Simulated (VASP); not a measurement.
# TaN (I4/mmm) in VASP: a series of runs

TaN is run at these levels: PBE; tasks: single point.

Everything below comes from runs of VASP 6.6.1. Logs are shortened: lines on timing, memory, paths and dates and some standing lists are left out, and cuts for length are marked.

### Step 1. The cell of the first run

It takes space group I4/mmm (No. 139, tetragonal). Conventional cell: a = 3.082 Å, b = 3.082 Å, c = 4.576 Å, α = 90.00°, β = 90.00°, γ = 90.00°. Ta (site symmetry 4/mmm) has 6 N at 2.18 to 2.29 Å within 2.9 Å. Within 2.9 Å of N (site symmetry 4/mmm) lie 6 Ta at 2.18 to 2.29 Å.

### Step 2. Single point, PBE (strain +0.000 along x and y, +0.050 along z)

INCAR

```
PREC = Accurate
ENCUT = 520
EDIFF = 1E-6
ISMEAR = 0
SIGMA = 0.15
LREAL = False
LASPH = True
NELM = 60
ALGO = Normal
ISIF = 2
LWAVE = False
LCHARG = True
GGA = PE
LELF = True
LVHAR = True
NBANDS = 15
```

KPOINTS

```
Automatic mesh
0
Gamma
  18 18 18
```

POSCAR

```
TaN
1.0
    0.0000000000      2.1790000000      2.2879500000
    2.1790000000      0.0000000000      2.2879500000
    2.1790000000      2.1790000000      0.0000000000
Ta N
1 1
Direct
    0.5000000000      0.5000000000      0.5000000000
    0.0000000000      0.0000000000      0.0000000000
```

Potentials or basis: VASP PAW PBE potentials, release 64 (Ta_pv, N).

The run is started by

```bash
> cat potpaw_PBE.64/Ta_pv/POTCAR potpaw_PBE.64/N/POTCAR > POTCAR
> mpirun -np 1 vasp_std > vasp.out
```

OUTCAR:

```text
PREC = Accurate
   ENCUT = 520
   EDIFF = 1E-6
   ISMEAR = 0
   LREAL = False
   LASPH = True
   NELM = 60
   ISIF = 2
   GGA = PE

 ion  position               nearest neighbor table
   1  0.500  0.500  0.500-   2 2.18   2 2.18   2 2.18   2 2.18   2 2.29   2 2.29
   2  0.000  0.000  0.000-   1 2.18   1 2.18   1 2.18   1 2.18   1 2.29   1 2.29

  LATTYP: Found a body centered tetragonal cell.
 ALAT       =     3.0815713524
 C/A-ratio  =     1.4849242405

  Lattice vectors:

 A1 = (  -2.1790000000,   0.0000000000,   2.2879500000)
 A2 = (   2.1790000000,   0.0000000000,   2.2879500000)
 A3 = (   0.0000000000,   2.1790000000,  -2.2879500000)

Analysis of symmetry for initial positions (statically):
=====================================================================
 Subroutine PRICEL returns:
 Original cell was already a primitive cell.

 Routine SETGRP: Setting up the symmetry group for a
 body centered tetragonal supercell.

 Subroutine GETGRP returns: Found 16 space group operations
 (whereof 16 operations were pure point group operations)
 out of a pool of 16 trial point group operations.

The static configuration has the point symmetry D_4h.

Analysis of symmetry for dynamics (positions and initial velocities):
=====================================================================
 Subroutine PRICEL returns:
 Original cell was already a primitive cell.

 Routine SETGRP: Setting up the symmetry group for a
 body centered tetragonal supercell.

 Subroutine GETGRP returns: Found 16 space group operations
 (whereof 16 operations were pure point group operations)
 out of a pool of 16 trial point group operations.

The dynamic configuration has the point symmetry D_4h.

 Subroutine INISYM returns: Found 16 space group operations
 (whereof 16 operations are pure point group operations),
 and found     1 'primitive' translations

----------------------------------------------------------------------------------------

                                     Primitive cell

  volume of cell :      21.7266

  direct lattice vectors                    reciprocal lattice vectors
     0.000000000  2.179000000  2.287950000    -0.229463056  0.229463056  0.218536244
     2.179000000  0.000000000  2.287950000     0.229463056 -0.229463056  0.218536244
     2.179000000  2.179000000  0.000000000     0.229463056  0.229463056 -0.218536244

  length of vectors
     3.159550000  3.159550000  3.081571352     0.391234813  0.391234813  0.391234813

  position of ions in fractional coordinates (direct lattice)
     0.500000000  0.500000000  0.500000000
     0.000000000  0.000000000  0.000000000

  ion indices of the primitive-cell ions
   primitive index   ion index
                 1           1
                 2           2

----------------------------------------------------------------------------------------

 KPOINTS: Automatic mesh

Automatic generation of k-mesh.
 Grid dimensions read from file:
 generate k-points for:   18   18   18

 Generating k-lattice:

  Cartesian coordinates                     Fractional coordinates (reciprocal lattice)
    -0.012747948  0.012747948  0.012140902     0.055555556 -0.000000000  0.000000000
     0.012747948 -0.012747948  0.012140902    -0.000000000  0.055555556  0.000000000
     0.012747948  0.012747948 -0.012140902     0.000000000  0.000000000  0.055555556

  Length of vectors
     0.021735267  0.021735267  0.021735267

  Shift w.r.t. Gamma in fractional coordinates (k-lattice)
     0.000000000  0.000000000  0.000000000

 Subroutine IBZKPT returns following result:
 ===========================================

 Found    480 irreducible k-points:

 Following reciprocal coordinates:
            Coordinates               Weight
  0.000000  0.000000  0.000000      1.000000
  0.055556  0.000000  0.000000      8.000000
  0.111111  0.000000  0.000000      8.000000
  0.166667  0.000000  0.000000      8.000000
  0.222222  0.000000  0.000000      8.000000
  0.277778  0.000000  0.000000      8.000000
[... 16 lines left out ...]
 -0.277778  0.055556  0.000000      8.000000
 -0.222222  0.055556  0.000000      8.000000
 [... further k-points ...]
   k-points           NKPTS =    480   k-points in BZ     NKDIM =    480   number of bands    NBANDS=     15
   number of dos      NEDOS =    301   number of ions     NIONS =      2
   total plane-waves  NPLWV =  13824
   dimension x,y,z NGX =    24 NGY =   24 NGZ =   24
   dimension x,y,z NGXF=    48 NGYF=   48 NGZF=   48
   ions per type =               1   1
   NGX,Y,Z   is equivalent  to a cutoff of  12.63, 12.63, 12.95 a.u.
   NGXF,Y,Z  is equivalent  to a cutoff of  25.26, 25.26, 25.90 a.u.
 SYSTEM =  unknown system
   PREC   = accura    normal or accurate (medium, high low for compatibility)
   ISTART =      0    job   : 0-new  1-cont  2-samecut
   ICHARG =      2    charge: 1-file 2-atom 10-const
   ISPIN  =      1    spin polarized calculation?
   LNONCOLLINEAR =      F non collinear calculations
   LSORBIT =      F    spin-orbit coupling
   LASPH  =      T    aspherical Exc in radial PAW
   ENCUT  =  520.0 eV  38.22 Ry    6.18 a.u.   5.87  5.87  5.73*2*pi/ulx,y,z
   NELM   =     60;   NELMIN=  2; NELMDL= -5     # of ELM steps
   EDIFF  = 0.1E-05   stopping-criterion for ELM
   LREAL  =      F    real-space projection
   EDIFFG = 0.1E-04   stopping-criterion for IOM
   NSW    =      0    number of steps for IOM
   IBRION =     -1    ionic relax: 0-MD 1-quasi-New 2-CG
   NFREE  =      0    steps in history (QN), initial steepest desc. (CG)
   ISIF   =      2    stress and relaxation
   ISYM   =      2    0-nonsym 1-usesym 2-fastsym
   POTIM  = 0.5000    time-step for ionic-motion
   TEBEG  =    0.0;   TEEND  =   0.0 temperature during run
   PSTRESS=    0.0 pullay stress
   NELECT =      16.0000    total number of electrons
   NUPDOWN=      -1.0000    fix difference up-down
   EMIN   =  10.00;   EMAX   =-10.00  energy-range for DOS
   EFERMI =   0.00;   METHOD = LEGACY
   ISMEAR =     0;   SIGMA  =   0.15  broadening in eV -4-tet -1-fermi 0-gaus
   EFERMI_NEDOS =   21; number of points for ismear=-14 and -15
   IALGO  =     38    algorithm
   IMIX   =      4    mixing-type and parameters
     AMIX     =   0.40;   BMIX     =  1.00
     AMIX_MAG =   1.60;   BMIX_MAG =  1.00
  volume/ion in A,a.u.               =      10.86        73.31
  Fermi-wavevector in a.u.,A,eV,Ry     =   1.478375  2.793723 29.736778  2.185592
  Thomas-Fermi vector in A             =   2.592663
   LORBIT       =      0    0 simple, 1 ext, 2 COOP (PROOUT), +10 PAW based schemes
   GGA     = PE    functional components
   LHFCALC =     F    Hartree Fock is set to
   AEXX    =    0.0000 exact exchange contribution
   IVDW    =     0    specifies the selected vdW correction
   LEPSILON=     F    determine dielectric tensor
   LRPA    =     F    only Hartree local field effects (RPA)
 non-spin polarized calculation
 Gauss-broadening in eV      SIGMA  =   0.15
  energy-cutoff  :      520.00
  volume of cell :       21.73
 maximum number of plane-waves:       604
   NGX = 11   NGY = 11   NGZ = 11

 number of electron      16.0000002 magnetization

 Free energy of the ion-electron system (eV)
  ---------------------------------------------------
  ext. energy  EPLUGINS =         0.00000000
  ---------------------------------------------------
  free energy    TOTEN  =       -21.77963515 eV

  energy without entropy =      -21.76971939  energy(sigma->0) =      -21.77467727

 E-fermi :   9.2949     XC(G=0): -13.3145

 val. band max:        9.2914922369   @ k =  -0.2222   0.1667   0.0000
 cond. band min:       9.2993636710   @ k =   0.1667   0.1667   0.0000
 fundamental gap:      0.0078714341
 Fermi energy:         9.2948681036

 k-point     1 :       0.0000    0.0000    0.0000
  band No.  band energies     occupation
      1     -26.5267      2.00000
      2     -26.4913      2.00000
      3     -26.4913      2.00000
      4      -9.3969      2.00000
      5       5.4178      2.00000
      6       5.5922      2.00000
      7       5.5922      2.00000
      8       6.8814      2.00000
      9       7.4684      2.00000
     10       7.4684      2.00000
     11       8.6580      2.00000
     12       9.6933      0.00017
     13      11.0672      0.00000
     14      18.7261      0.00000
     15      21.6372      0.00000

 k-point     2 :       0.0556    0.0000    0.0000
  band No.  band energies     occupation
      1     -26.5394      2.00000
      2     -26.5075      2.00000
      3     -26.4927      2.00000
      4      -9.3245      2.00000
      5       5.0691      2.00000
      6       5.2426      2.00000
      7       5.3323      2.00000
      8       7.0758      2.00000
      9       7.5729      2.00000
     10       7.6035      2.00000
     11       8.9617      1.99832
     12      10.0071      0.00000
     13      11.3010      0.00000
     14      18.9534      0.00000
     15      21.6371      0.00000

 k-point     3 :       0.1111    0.0000    0.0000
  band No.  band energies     occupation
      1     -26.6031      2.00000
      2     -26.5263      2.00000
      3     -26.4969      2.00000
      4      -9.1132      2.00000
      5       4.2300      2.00000
      6       4.6171      2.00000
      7       4.7478      2.00000
      8       7.4458      2.00000
      9       7.8348      2.00000
     10       7.8382      2.00000
     11       9.7185      0.00006
     12      10.7977      0.00000
     13      11.9166      0.00000
     14      19.5923      0.00000
     15      21.6368      0.00000
[... 343 lines left out ...]
 k-point    23 :      -0.2778    0.0556    0.0000
  band No.  band energies     occupation
      1     -27.0338      2.00000
      2     -26.6094      2.00000
      3     -26.5120      2.00000
      4      -7.6306      2.00000
      5       0.9043      2.00000
      6       2.5500      2.00000
      7       2.7662      2.00000
      8       8.8812      1.99990
      9       9.2528      1.30857
     10      10.1048      0.00000
     11      12.1366      0.00000
     12      14.9369      0.00000
     13      15.1614      0.00000
     14      21.4163      0.00000
     15      21.6730      0.00000

 k-point    24 :      -0.2222    0.0556    0.0000
  band No.  band energies     occupation
      1     -26.9031      2.00000
      2     -26.5912      2.00000
      3     -26.5031      2.00000
      4      -8.1121      2.00000
      5       1.7857      2.00000
      6       3.0131      2.00000
      7       3.2698      2.00000
      8       8.4573      2.00000
      9       8.6796      2.00000
     10       9.3714      0.47053
     11      11.1429      0.00000
     12      14.0490      0.00000
     13      14.3378      0.00000
     14      21.5677      0.00000
     15      21.6680      0.00000

 [... further k-points ...]
[... 5 lines left out ...]
  --------------------------------------------------------------------------------------
  -------------------------------------------------------------------------------------
  Total        0.9697762      0.9697762     -1.9367040      0.0000000      0.0000000      0.0000000
  in kB       71.5140105     71.5140105   -142.8179705      0.0000000      0.0000000      0.0000000
  external PRESSURE =       0.0700168 kB  Pullay stress =       0.0000000 kB

 VOLUME and BASIS-vectors are now :
 -----------------------------------------------------------------------------
  energy-cutoff  :      520.00
  volume of cell :       21.73
      direct lattice vectors                 reciprocal lattice vectors
     0.000000000  2.179000000  2.287950000    -0.229463056  0.229463056  0.218536244
     2.179000000  0.000000000  2.287950000     0.229463056 -0.229463056  0.218536244
     2.179000000  2.179000000  0.000000000     0.229463056  0.229463056 -0.218536244

 POSITION                                       TOTAL-FORCE (eV/Angst)
 -----------------------------------------------------------------------------------
      2.17900      2.17900      2.28795        -0.000000      0.000000      0.000000
      0.00000      0.00000      0.00000         0.000000     -0.000000      0.000000
 -----------------------------------------------------------------------------------
    total drift:                                0.000000     -0.000000     -0.000000

  FREE ENERGIE OF THE ION-ELECTRON SYSTEM (eV)
  ---------------------------------------------------
  free  energy   TOTEN  =       -21.7796351511 eV

  energy  without entropy=      -21.7697193948  energy(sigma->0) =      -21.77467727
```

Wall time 2.8 min (1 thread of AMD EPYC 7R13 (Zen 3), shared host); peak memory 0.24 GiB.

Results:

| Quantity | Value |
| --- | --- |
| Free energy | -21.7796 eV |
| Pressure | 0.0 GPa |
| Band gap on the k mesh | zero (band 8 reaches 11.00 eV, above the bottom of band 9 at 7.33 eV) |

Caveat: the cell differs from its parent crystal (strain +0.000 along x and y, +0.050 along z); spin-orbit coupling is left out, which moves the levels of the heavy elements.

(Continued in part 2 of 2.)
